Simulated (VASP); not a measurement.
Wanted: the native input for a VASP 6.6.1 run.

| Item | Value |
| --- | --- |
| Task | single point |
| Functional | PBEsol |
| Potentials or basis | VASP PAW PBE potentials, release 64 (Ge_d) |
| Cutoff | 520 eV |
| k mesh | 16 × 16 × 9 |
| Occupations | fermi-dirac, width 0.08 eV |
| Spin | no spin polarisation |
| Dipole correction | no |
| Further INCAR settings | ALGO = Normal; EDIFF = 1e-06; NBANDS = 21 |

The structure of Ge lies in POSCAR:

```
Ge
1.0
    2.8007706261      0.0000000000      0.0000000000
   -1.4003853130      2.4255385124      0.0000000000
    0.0000000000      0.0000000000      4.5826812478
Ge
2
Direct
    0.3333333333      0.6666666667      0.2500000000
    0.6666666667      0.3333333333      0.7500000000
```

This isn't the form of Ge at room conditions, which is diamond.

These files were run (other wordings do the same):

INCAR

```
  PREC = Accurate
  ENCUT = 520
  EDIFF = 1E-6
  ISMEAR = -1
  SIGMA = 0.08
  LREAL = F
  LASPH = T
  NELM = 60
  ALGO = Normal
  ISIF = 2
  LWAVE = F
  LCHARG = F
  GGA = PS
  NBANDS = 21
```

KPOINTS

```
regular mesh
0
Gamma
  16 16 9
```

Potentials or basis: VASP PAW PBE potentials, release 64 (Ge_d).

Run with:

```console
$ cat potpaw_PBE.64/Ge_d/POTCAR > POTCAR
$ mpirun -np 1 vasp_std > vasp.out
```

It gave:

The pressure is 17.8 GPa. The band gap on the k mesh is zero (bands 14 and 15 overlap by 11.47 eV).

Caveat: the cell stands under pressure; the PAW data sets were made with another functional, which shifts forces and pressure a little.

It took 26 s on 1 thread of Intel(R) Xeon(R) 6975P-C (Granite Rapids), on a shared host, peak memory 0.2 GiB.
